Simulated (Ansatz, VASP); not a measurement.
One calculation of Mn, two programs

```xyz
2
Lattice="2.4836 0.0000 0.0000 -1.2418 2.1509 0.0000 0.0000 0.0000 4.0262" Properties=species:S:1:pos:R:3 pbc="T T T"
Mn    0.0000    1.4339    1.0065
Mn    1.2418    0.7170    3.0196
```

Alike in both runs: task single point; functional PBE; k mesh 10 × 10 × 6; occupations fermi-dirac, width 0.05 eV; collinear spin; fixed moment 0 μB.

|  | VASP | Ansatz |
| --- | --- | --- |
| version | VASP 6.6.1 | Ansatz 0.2.0 |
| potentials or method | VASP PAW PBE potentials, release 64 (Mn_pv) | Ansatz PAW |
| plane-wave cutoff (eV) | 520 | 420 |
| valence electrons in the cell | 26 | 30 |

```tsv
	VASP	Ansatz	Ansatz less VASP
pressure (GPa)	-1.3	-1.2	+0.10
traceless stress, the component that is largest in VASP (GPa)	-0.27	-0.17	+0.102
net moment per atom (μB)	0.00	0.00	0.000
```

VASP's potentials hold 26 valence electrons a cell and Ansatz's 30, so a difference there can come from the potentials and not from the codes.
